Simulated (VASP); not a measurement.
The system is Al4GaRu2.

```
CELL_PARAMETERS angstrom
3.20500 -3.82500 0.00000
3.20500 3.82500 0.00000
0.00000 0.00000 4.22000
ATOMIC_POSITIONS crystal
Al 0.33530 0.95810 0.25000
Al 0.66470 0.04190 0.75000
Al 0.04190 0.66470 0.75000
Al 0.95810 0.33530 0.25000
Ga 0.50000 0.50000 0.00000
Ru 0.82770 0.82770 0.25000
Ru 0.17230 0.17230 0.75000
```

* Program: VASP 6.6.1
* Task: relaxation of cell and atoms
* Functional: PBE
* Potentials or basis: VASP PAW PBE potentials, release 64 (Al, Ga_d, Ru_pv)
* Cutoff: 600 eV
* k mesh: 3 × 3 × 4
* Occupations: gaussian, width 0.2 eV
* Spin: no spin polarisation

At the start: pressure 10.4 GPa; volume 14.78 Å³/atom.

**Question.** Where does the relaxation end?

**Answer.** Over 10 steps the energy falls by 62.9 meV/atom and the volume is 15.87 Å³/atom (+7.4 %); space group C2/m (No. 12, to 0.1 Å) before and after.

Step by step:
```
step  energy change (eV)  largest force (eV/Å)  pressure (GPa)  volume (Å³)
   1              0.0000                0.9109           10.43       103.47
   2             -0.0634                0.4602           -9.01       118.50
   3             -0.2933                0.3132           -1.23       110.99
   4             -0.3642                0.3620           -0.41       110.57
   5             -0.3921                0.5334            0.63       110.06
   6             -0.4260                0.2022           -0.22       110.91
   7             -0.4306                0.1306           -0.59       111.34
   8             -0.4366                0.0878            0.76       110.38
   9             -0.4367                0.0864            0.58       110.50
  10             -0.4402                0.0614           -0.17       111.08
```

Final structure:
```
Al Ga Ru
1.0
     3.36877   -3.77239   -0.08218
     3.36877    3.77239   -0.08218
    -0.10513    0.00000    4.37281
Al Ga Ru
4 1 2
Direct
  0.34482 0.97240 0.25704
  0.65518 0.02760 0.74296
  0.02760 0.65518 0.74296
  0.97240 0.34482 0.25704
  0.50000 0.50000 0.00000
  0.83797 0.83797 0.24039
  0.16203 0.16203 0.75961
```

Caveat: the k points lie up to 0.42 Å⁻¹ apart in the final cell, too coarse for converged energies and pressures of a metal; the relaxation stopped at a loose force limit of 0.08 eV/Å, so its end isn't a converged minimum.
